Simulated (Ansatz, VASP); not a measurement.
**Al4Ir: VASP beside Ansatz**

INCAR

```
ALGO = Fast
EDIFF = 1E-7
EDIFFG = -0.04
ENCUT = 600
GGA = PE
IBRION = 2
ISIF = 3
ISMEAR = 0
LASPH = True
LCHARG = False
LREAL = False
LWAVE = False
NELM = 100
NSW = 90
PREC = Accurate
SIGMA = 0.1
```

Contents of KPOINTS:

```
k-points
0
Gamma
  3 3 4
```

POSCAR

```
Al4Ir
1.0
    6.0033349700      0.0000000000      0.0000000000
   -3.0016674800      5.1990405900      0.0000000000
    0.0000000000      0.0000000000      4.8787916800
Al Ir
8 2
Direct
    0.5235292700      0.4764707300      0.5812635400
    0.5235292700      0.0470585400      0.5812635400
    0.9529414600      0.4764707300      0.5812635400
    0.4764707300      0.5235292700      0.0812635400
    0.4764707300      0.9529414600      0.0812635400
    0.0470585400      0.5235292700      0.0812635400
    0.3333333300      0.6666666700      0.7562268800
    0.6666666700      0.3333333300      0.2562268800
    0.3333333300      0.6666666700      0.3314173000
    0.6666666700      0.3333333300      0.8314173000
```

Input for Ansatz:

```yaml
crystal:
  lattice:
    - [6.00333497, 0.0, 0.0]
    - [-3.00166748, 5.19904059, 0.0]
    - [0.0, 0.0, 4.87879168]
  atoms:
    - { symbol: Al, position: [0.52352927, 0.47647073, 0.58126354] }
    - { symbol: Al, position: [0.52352927, 0.04705854, 0.58126354] }
    - { symbol: Al, position: [0.95294146, 0.47647073, 0.58126354] }
    - { symbol: Al, position: [0.47647073, 0.52352927, 0.08126354] }
    - { symbol: Al, position: [0.47647073, 0.95294146, 0.08126354] }
    - { symbol: Al, position: [0.04705854, 0.52352927, 0.08126354] }
    - { symbol: Al, position: [0.33333333, 0.66666667, 0.75622688] }
    - { symbol: Al, position: [0.66666667, 0.33333333, 0.25622688] }
    - { symbol: Ir, position: [0.33333333, 0.66666667, 0.3314173] }
    - { symbol: Ir, position: [0.66666667, 0.33333333, 0.8314173] }
basis:
  ecutwfc: 420
kpoints:
  mp_grid: { grid: [3, 3, 4] }
hamiltonian:
  xc: pbe
scf:
  occupations: { method: gaussian, width: 0.1 }
  lower_state_search: "off"
output:
  forces: true
  stress: true
  eigenvalues: true
relax:
  adjacent_minimum: "off"
  f_tol: 0.04
  max_steps: 70
  cell: { stress_tol: 0.4 }
```

Alike in both runs: task relaxation of cell and atoms; functional PBE; k mesh 3 × 3 × 4; occupations gaussian, width 0.1 eV; no spin polarisation.

|  | VASP | Ansatz |
| --- | --- | --- |
| version | VASP 6.6.1 | Ansatz 0.2.0 |
| potentials or method | VASP PAW PBE potentials, release 64 (Al, Ir), cutoff 600 eV | scalar-relativistic, plane waves, PAW |
| valence electrons in the cell | 42 | 58 |

```tsv
	VASP	Ansatz	Ansatz less VASP
gap on the k mesh at the Fermi level, each at its own relaxed structure (eV)	none	none	-
relaxed volume (Å³/atom)	26.68	26.68	+0.003
relaxed cell length with the largest relative difference (Å)	5.268	5.263	-0.0049
```

A gap of «none» marks a metal or a gap that the smearing closes. VASP's potentials hold 42 valence electrons a cell and Ansatz's 58, so a difference there can come from the potentials and not from the codes.

The k mesh is coarse, so the values compare programs but aren't converged. Spin-orbit coupling is off throughout. Noted on VASP's run: the volume moved by over 15 % at a fixed basis, so the end points are rough.
